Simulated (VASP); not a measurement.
# SiO2 (e600) (P4_2/mnm) in VASP: single point with PBEsol

Aim: the single point of SiO2 (e600) with PBEsol.

All numbers are computed with VASP 6.6.1; they aren't measurements. Logs are shortened: lines on timing, memory, paths and dates and some standing lists are left out, and cuts for length are marked.

## (1) The cell of the first run

The structure is tetragonal, space group P4_2/mnm (No. 136). The conventional cell has a = 4.194 Å, b = 4.194 Å, c = 2.678 Å, α = 90.00°, β = 90.00°, γ = 90.00°. Si (site symmetry mmm) has 6 O at 1.77 to 1.82 Å within 2.3 Å. O (site symmetry m2m) has 3 Si at 1.77 to 1.82 Å within 2.3 Å.

## (2) Single point, PBEsol

Contents of INCAR:

```
  PREC = Accurate
  ENCUT = 520
  EDIFF = 1E-7
  ISMEAR = 0
  SIGMA = 0.02
  LREAL = False
  LASPH = True
  NELM = 100
  ALGO = Normal
  ISIF = 2
  LWAVE = False
  LCHARG = False
  GGA = PS
  NBANDS = 25
```

Contents of KPOINTS:

```
Automatic mesh
0
Gamma
  6 6 8
```

Contents of POSCAR:

```
SiO2
1.0
    4.1944456875      0.0000000000      0.0000000000
    0.0000000000      4.1944456875      0.0000000000
    0.0000000000      0.0000000000      2.6782679635
Si O
2 4
Direct
    0.0000000000      0.0000000000      0.0000000000
    0.5000000000      0.5000000000      0.5000000000
    0.3060464345      0.3060464345      0.0000000000
    0.1939535655      0.8060464345      0.5000000000
    0.6939535655      0.6939535655      0.0000000000
    0.8060464345      0.1939535655      0.5000000000
```

Potentials or basis: VASP PAW PBE potentials, release 64 (Si, O).

Started as:

```console
$ cat potpaw_PBE.64/Si/POTCAR potpaw_PBE.64/O/POTCAR > POTCAR
$ mpirun -np 1 vasp_std > vasp.out
```

OUTCAR:

```text
PREC = Accurate
   ENCUT = 520
   EDIFF = 1E-7
   ISMEAR = 0
   LREAL = False
   LASPH = True
   NELM = 100
   ISIF = 2
   GGA = PS

 ion  position               nearest neighbor table
   1  0.000  0.000  0.000-   4 1.77   6 1.77   4 1.77   6 1.77   5 1.82   3 1.82
   2  0.500  0.500  0.500-   3 1.77   5 1.77   3 1.77   5 1.77   4 1.82   6 1.82
   3  0.306  0.306  0.000-   2 1.77   2 1.77   1 1.82
   4  0.194  0.806  0.500-   1 1.77   1 1.77   2 1.82
   5  0.694  0.694  0.000-   2 1.77   2 1.77   1 1.82
   6  0.806  0.194  0.500-   1 1.77   1 1.77   2 1.82

  LATTYP: Found a simple tetragonal cell.
 ALAT       =     4.1944456875
 C/A-ratio  =     0.6385272723

  Lattice vectors:

 A1 = (   4.1944456875,   0.0000000000,   0.0000000000)
 A2 = (   0.0000000000,   4.1944456875,   0.0000000000)
 A3 = (   0.0000000000,   0.0000000000,   2.6782679635)

Analysis of symmetry for initial positions (statically):
=====================================================================
 Subroutine PRICEL returns:
 Original cell was already a primitive cell.

 Routine SETGRP: Setting up the symmetry group for a
 simple tetragonal supercell.

 Subroutine GETGRP returns: Found 16 space group operations
 (whereof  8 operations were pure point group operations)
 out of a pool of 16 trial point group operations.

The static configuration has the point symmetry D_2h.
 The point group associated with its full space group is D_4h.

Analysis of symmetry for dynamics (positions and initial velocities):
=====================================================================
 Subroutine PRICEL returns:
 Original cell was already a primitive cell.

 Routine SETGRP: Setting up the symmetry group for a
 simple tetragonal supercell.

 Subroutine GETGRP returns: Found 16 space group operations
 (whereof  8 operations were pure point group operations)
 out of a pool of 16 trial point group operations.

The dynamic configuration has the point symmetry D_2h.
 The point group associated with its full space group is D_4h.

 Subroutine INISYM returns: Found 16 space group operations
 (whereof  8 operations are pure point group operations),
 and found     1 'primitive' translations

----------------------------------------------------------------------------------------

                                     Primitive cell

  volume of cell :      47.1198

  direct lattice vectors                    reciprocal lattice vectors
     4.194445688  0.000000000  0.000000000     0.238410525  0.000000000  0.000000000
     0.000000000  4.194445688  0.000000000     0.000000000  0.238410525  0.000000000
     0.000000000  0.000000000  2.678267964     0.000000000  0.000000000  0.373375634

  length of vectors
     4.194445688  4.194445688  2.678267964     0.238410525  0.238410525  0.373375634

  position of ions in fractional coordinates (direct lattice)
     0.000000000  0.000000000  0.000000000
     0.500000000  0.500000000  0.500000000
     0.306046434  0.306046434  0.000000000
     0.193953566  0.806046434  0.500000000
     0.693953566  0.693953566  0.000000000
     0.806046434  0.193953566  0.500000000

  ion indices of the primitive-cell ions
   primitive index   ion index
                 1           1
                 2           2
                 3           3
                 4           4
                 5           5
                 6           6

----------------------------------------------------------------------------------------

 KPOINTS: Automatic mesh

Automatic generation of k-mesh.
 Grid dimensions read from file:
 generate k-points for:    6    6    8

 Generating k-lattice:

  Cartesian coordinates                     Fractional coordinates (reciprocal lattice)
     0.039735088  0.000000000  0.000000000     0.166666667  0.000000000  0.000000000
     0.000000000  0.039735088  0.000000000     0.000000000  0.166666667  0.000000000
     0.000000000  0.000000000  0.046671954     0.000000000  0.000000000  0.125000000

  Length of vectors
     0.039735088  0.039735088  0.046671954

  Shift w.r.t. Gamma in fractional coordinates (k-lattice)
     0.000000000  0.000000000  0.000000000

 Subroutine IBZKPT returns following result:
 ===========================================

 Found     50 irreducible k-points:

 Following reciprocal coordinates:
            Coordinates               Weight
  0.000000  0.000000  0.000000      1.000000
  0.166667  0.000000  0.000000      4.000000
  0.333333  0.000000  0.000000      4.000000
  0.500000  0.000000  0.000000      2.000000
  0.166667  0.166667  0.000000      4.000000
  0.333333  0.166667  0.000000      8.000000
[... 16 lines left out ...]
  0.333333  0.000000  0.250000      8.000000
  0.500000  0.000000  0.250000      4.000000
 [... further k-points ...]
   k-points           NKPTS =     50   k-points in BZ     NKDIM =     50   number of bands    NBANDS=     25
   number of dos      NEDOS =    301   number of ions     NIONS =      6
   total plane-waves  NPLWV =  20480
   dimension x,y,z NGX =    32 NGY =   32 NGZ =   20
   dimension x,y,z NGXF=    64 NGYF=   64 NGZF=   40
   ions per type =               2   4
   NGX,Y,Z   is equivalent  to a cutoff of  12.68, 12.68, 12.41 a.u.
   NGXF,Y,Z  is equivalent  to a cutoff of  25.37, 25.37, 24.83 a.u.
 SYSTEM =  unknown system
   PREC   = accura    normal or accurate (medium, high low for compatibility)
   ISTART =      0    job   : 0-new  1-cont  2-samecut
   ICHARG =      2    charge: 1-file 2-atom 10-const
   ISPIN  =      1    spin polarized calculation?
   LNONCOLLINEAR =      F non collinear calculations
   LSORBIT =      F    spin-orbit coupling
   LASPH  =      T    aspherical Exc in radial PAW
   ENCUT  =  520.0 eV  38.22 Ry    6.18 a.u.   7.80  7.80  4.98*2*pi/ulx,y,z
   NELM   =    100;   NELMIN=  2; NELMDL= -5     # of ELM steps
   EDIFF  = 0.1E-06   stopping-criterion for ELM
   LREAL  =      F    real-space projection
   EDIFFG = 0.1E-05   stopping-criterion for IOM
   NSW    =      0    number of steps for IOM
   IBRION =     -1    ionic relax: 0-MD 1-quasi-New 2-CG
   NFREE  =      0    steps in history (QN), initial steepest desc. (CG)
   ISIF   =      2    stress and relaxation
   ISYM   =      2    0-nonsym 1-usesym 2-fastsym
   POTIM  = 0.5000    time-step for ionic-motion
   TEBEG  =    0.0;   TEEND  =   0.0 temperature during run
   PSTRESS=    0.0 pullay stress
   NELECT =      32.0000    total number of electrons
   NUPDOWN=      -1.0000    fix difference up-down
   EMIN   =  10.00;   EMAX   =-10.00  energy-range for DOS
   EFERMI =   0.00;   METHOD = LEGACY
   ISMEAR =     0;   SIGMA  =   0.02  broadening in eV -4-tet -1-fermi 0-gaus
   EFERMI_NEDOS =   21; number of points for ismear=-14 and -15
   IALGO  =     38    algorithm
   IMIX   =      4    mixing-type and parameters
     AMIX     =   0.40;   BMIX     =  1.00
     AMIX_MAG =   1.60;   BMIX_MAG =  1.00
  volume/ion in A,a.u.               =       7.85        53.00
  Fermi-wavevector in a.u.,A,eV,Ry     =   1.438988  2.719293 28.173390  2.070686
  Thomas-Fermi vector in A             =   2.557893
   LORBIT       =      0    0 simple, 1 ext, 2 COOP (PROOUT), +10 PAW based schemes
   GGA     = PS    functional components
   LHFCALC =     F    Hartree Fock is set to
   AEXX    =    0.0000 exact exchange contribution
   IVDW    =     0    specifies the selected vdW correction
   LEPSILON=     F    determine dielectric tensor
   LRPA    =     F    only Hartree local field effects (RPA)
 non-spin polarized calculation
 Gauss-broadening in eV      SIGMA  =   0.02
  energy-cutoff  :      520.00
  volume of cell :       47.12
 maximum number of plane-waves:      1286
 NGX is ok and might be reduce to    32
   NGX = 15   NGY = 15   NGZ =  9

 number of electron      31.9999977 magnetization

 Free energy of the ion-electron system (eV)
  ---------------------------------------------------
  ext. energy  EPLUGINS =         0.00000000
  ---------------------------------------------------
  free energy    TOTEN  =       -48.98533528 eV

  energy without entropy =      -48.98533528  energy(sigma->0) =      -48.98533528

 E-fermi :   8.1702     XC(G=0): -12.4681

 val. band max:        8.0081076142   @ k =   0.0000   0.0000   0.0000
 cond. band min:      13.3706168950   @ k =   0.0000   0.0000   0.0000
 fundamental gap:      5.3625092808
 Fermi energy:         8.1701507180

 k-point     1 :       0.0000    0.0000    0.0000
  band No.  band energies     occupation
      1     -14.4439      2.00000
      2     -10.8125      2.00000
      3     -10.8125      2.00000
      4     -10.5827      2.00000
      5      -2.8589      2.00000
      6       1.5712      2.00000
[... 17 lines left out ...]
     24      22.0244      0.00000
     25      23.5270      0.00000

 k-point     2 :       0.1667    0.0000    0.0000
  band No.  band energies     occupation
      1     -14.2989      2.00000
      2     -11.4783      2.00000
      3     -10.7389      2.00000
      4     -10.2242      2.00000
      5      -2.6638      2.00000
      6       0.8271      2.00000
[... 17 lines left out ...]
     24      21.4492      0.00000
     25      23.3050      0.00000

 k-point     3 :       0.3333    0.0000    0.0000
  band No.  band energies     occupation
      1     -13.8751      2.00000
      2     -12.3682      2.00000
      3     -10.5418      2.00000
      4     -10.1331      2.00000
      5      -2.1257      2.00000
      6      -0.2977      2.00000
[... 17 lines left out ...]
     24      21.6226      0.00000
     25      22.8132      0.00000

 k-point     4 :       0.5000    0.0000    0.0000
  band No.  band energies     occupation
      1     -13.2081      2.00000
      2     -13.2081      2.00000
      3     -10.2952      2.00000
      4     -10.2952      2.00000
      5      -1.3179      2.00000
      6      -1.3179      2.00000
[... 17 lines left out ...]
     24      21.3052      0.00000
     25      22.6505      0.00000

 k-point     5 :       0.1667    0.1667    0.0000
  band No.  band energies     occupation
      1     -14.1578      2.00000
      2     -11.6653      2.00000
      3     -10.9086      2.00000
      4     -10.1257      2.00000
      5      -2.4413      2.00000
      6       0.7347      2.00000
[... 17 lines left out ...]
     24      21.2725      0.00000
     25      23.2812      0.00000

 k-point     6 :       0.3333    0.1667    0.0000
  band No.  band energies     occupation
      1     -13.7467      2.00000
      2     -12.3362      2.00000
      3     -10.7951      2.00000
      4     -10.2101      2.00000
      5      -1.8491      2.00000
      6      -0.0665      2.00000
[... 17 lines left out ...]
     24      21.4384      0.00000
     25      22.8383      0.00000
[... 393 lines left out ...]
 k-point    21 :       0.0000    0.0000    0.2500
  band No.  band energies     occupation
      1     -13.6427      2.00000
      2     -10.6017      2.00000
      3     -10.4346      2.00000
      4     -10.4346      2.00000
      5      -2.6175      2.00000
      6       1.1983      2.00000
[... 17 lines left out ...]
     24      21.7327      0.00000
     25      21.8704      0.00000

 k-point    22 :       0.1667    0.0000    0.2500
  band No.  band energies     occupation
      1     -13.5106      2.00000
      2     -11.0976      2.00000
      3     -10.3897      2.00000
      4     -10.1829      2.00000
      5      -2.3454      2.00000
      6       0.7148      2.00000
[... 17 lines left out ...]
     24      21.4345      0.00000
     25      21.8879      0.00000

 k-point    23 :       0.3333    0.0000    0.2500
  band No.  band energies     occupation
      1     -13.1272      2.00000
      2     -11.8157      2.00000
      3     -10.2756      2.00000
      4     -10.0894      2.00000
      5      -1.6344      2.00000
      6       0.1629      2.00000
[... 17 lines left out ...]
     24      20.6622      0.00000
     25      21.5561      0.00000

 k-point    24 :       0.5000    0.0000    0.2500
  band No.  band energies     occupation
      1     -12.5353      2.00000
      2     -12.5353      2.00000
      3     -10.1489      2.00000
      4     -10.1489      2.00000
      5      -0.7127      2.00000
      6      -0.7127      2.00000
[... 17 lines left out ...]
     24      20.6768      0.00000
     25      21.4777      0.00000

 [... further k-points ...]
[... 5 lines left out ...]
  --------------------------------------------------------------------------------------
  -------------------------------------------------------------------------------------
  Total        0.1206773      0.1206773      0.3971978      0.0000000      0.0000000      0.0000000
  in kB        4.1032986      4.1032986     13.5056115      0.0000000      0.0000000      0.0000000
  external PRESSURE =       7.2374029 kB  Pullay stress =       0.0000000 kB

 VOLUME and BASIS-vectors are now :
 -----------------------------------------------------------------------------
  energy-cutoff  :      520.00
  volume of cell :       47.12
      direct lattice vectors                 reciprocal lattice vectors
     4.194445688  0.000000000  0.000000000     0.238410525  0.000000000  0.000000000
     0.000000000  4.194445688  0.000000000     0.000000000  0.238410525  0.000000000
     0.000000000  0.000000000  2.678267964     0.000000000  0.000000000  0.373375634

 POSITION                                       TOTAL-FORCE (eV/Angst)
 -----------------------------------------------------------------------------------
      0.00000      0.00000      0.00000         0.000000     -0.000000      0.000000
      2.09722      2.09722      1.33913         0.000000     -0.000000      0.000000
      1.28370      1.28370      0.00000        -0.023640     -0.023640      0.000000
      0.81353      3.38092      1.33913         0.023640     -0.023640      0.000000
      2.91075      2.91075      0.00000         0.023640      0.023640     -0.000000
      3.38092      0.81353      1.33913        -0.023640      0.023640     -0.000000
 -----------------------------------------------------------------------------------
    total drift:                                0.000000      0.000000      0.000000

  FREE ENERGIE OF THE ION-ELECTRON SYSTEM (eV)
  ---------------------------------------------------
  free  energy   TOTEN  =       -48.9853352774 eV

  energy  without entropy=      -48.9853352774  energy(sigma->0) =      -48.98533528
```

Wall time 24 s (1 thread of Intel Xeon Platinum 8488C (Sapphire Rapids), shared host); peak memory 0.17 GiB.

What came out:

```
Free energy            : -48.9853 eV
Pressure               : 0.7 GPa
Largest force          : 0.033 eV/Å
Band gap on the k mesh : 5.36 eV, direct
```

Forces in eV/Å, atoms in the order of the input:
```
Si   0.000  0.000  0.000
Si   0.000  0.000  0.000
O   -0.024 -0.024  0.000
O    0.024 -0.024  0.000
O    0.024  0.024  0.000
O   -0.024  0.024  0.000
```

Levels at points of the mesh, in eV from the valence-band top:
```
           k point  band 12  band 13  band 14  band 15  band 16  band 17  band 18  band 19  band 20  band 21
(0.00, 0.00, 0.00)    -3.13    -2.52    -0.88    -0.88     0.00     5.36     6.47     8.24     8.24    10.83
(0.50, 0.00, 0.00)    -3.88    -2.69    -2.69    -1.07    -1.07     7.51     7.51     8.82     8.82    10.82
(0.50, 0.50, 0.00)    -3.26    -2.68    -2.68    -2.27    -2.27     7.19     7.19     9.81     9.81    12.91
(0.00, 0.00, 0.50)    -4.63    -3.09    -3.09    -2.68    -2.68     8.87     8.87    12.34    12.34    12.50
(0.50, 0.00, 0.50)    -3.99    -2.28    -2.28    -1.76    -1.76     8.57     8.57     9.61     9.61    12.00
(0.50, 0.50, 0.50)    -4.49    -1.77    -1.77    -1.55    -1.55     6.96     6.96    10.74    10.74    11.46
```

Caveat: the PAW data sets were made with another functional, which shifts forces and pressure a little. A hybrid or GW would open this gap; PBEsol tends to underestimate it.
